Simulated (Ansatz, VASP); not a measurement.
## SrLiH3 in VASP and in Ansatz

```
CELL_PARAMETERS angstrom
4.63079 0.00000 -0.02315
0.00000 4.63079 0.00000
-0.02315 0.00000 4.63079
ATOMIC_POSITIONS crystal
Li 0.00000 0.00000 0.00000
Sr 0.50000 0.50000 0.50000
H 0.00000 0.50000 0.50000
H 0.50000 0.00000 0.50000
H 0.50000 0.50000 0.00000
```

Change from the starting cell: strain -0.0100 x Voigt [0, 0, 0, 0, 1, 0], atoms carried along.

Alike in both runs: task single point; functional PBE; k mesh 6 × 6 × 6; occupations gaussian, width 0.05 eV; no spin polarisation.

```csv
,VASP,Ansatz
version,VASP 6.6.1,Ansatz 0.2.0
potentials or method,"VASP PAW PBE potentials, release 64 (Li_sv, Sr_sv, H), cutoff 520 eV","scalar-relativistic, plane waves, PAW"
valence electrons in the cell,16,16
```

```tsv
	VASP	Ansatz	Ansatz less VASP
gap on the k mesh at the Fermi level (eV)	1.81	1.81	+0.003
least direct gap on the mesh (eV)	2.22	2.23	+0.001
```

The functional is the same, so the differences come from potentials, cutoffs and numerics.

Noted on VASP's run: the cutoff is under 1.25 times that of the potentials, so the pressure is a little rough.
